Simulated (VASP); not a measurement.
Set up this calculation in VASP 6.6.1, as the native input.

```yaml
Task: single point
Functional: PBEsol
Potentials_or_basis: VASP PAW PBE potentials, release 64 (Ag)
Cutoff: 520 eV
k_mesh: 18 × 18 × 10
Occupations: gaussian, width 0.15 eV
Spin: no spin polarisation
Dipole_correction: no
Further_INCAR_settings: ALGO = Fast; EDIFF = 1e-06; NBANDS = 18
```

The structure of Ag lies in POSCAR:

```
Ag
1.0
    2.9299980804      0.0000000000      0.0000000000
   -1.4649990402      2.5374527707      0.0000000000
    0.0000000000      0.0000000000      4.7900000000
Ag
2
Direct
    0.2889975328      0.5779950655      0.2500000000
    0.6666666667      0.3333333333      0.7500000000
```

This cell differs from its parent crystal: atom 1 (Ag) moved by (-0.225, +0.000) A along y and z.

One way to write it, as run:

INCAR

```
SYSTEM = Ag
  PREC = Accurate
  ENCUT = 520
  EDIFF = 1E-6
  ISMEAR = 0
  SIGMA = 0.15
  LREAL = .False.
  LASPH = .True.
  NELM = 60
  ALGO = Fast
  ISIF = 2
  LWAVE = .False.
  LCHARG = .True.
  GGA = PS
  LELF = .True.
  LVHAR = .True.
  NBANDS = 18
```

KPOINTS

```
regular mesh
0
Gamma
  18 18 10
  0 0 0
```

Potentials or basis: VASP PAW PBE potentials, release 64 (Ag).

Launch:

```sh
$ cat potpaw_PBE.64/Ag/POTCAR > POTCAR
$ mpirun -np 1 vasp_std > vasp.out
```

It gave:

```yaml
Pressure: -6.2 GPa
Largest_force: 0.116 eV/Å
Band_gap_on_the_k_mesh: zero (bands 11 and 12 overlap by 7.22 eV)
```

Caveat: the cell differs from its parent crystal (atom 1 (Ag) moved by (-0.225, +0.000) A along y and z); the cell stands under tension; the PAW data sets were made with another functional, which shifts forces and pressure a little.

Run time: 3 min on 1 thread of AMD EPYC 9R14 (Zen 4) (shared host), peak memory 0.36 GiB.
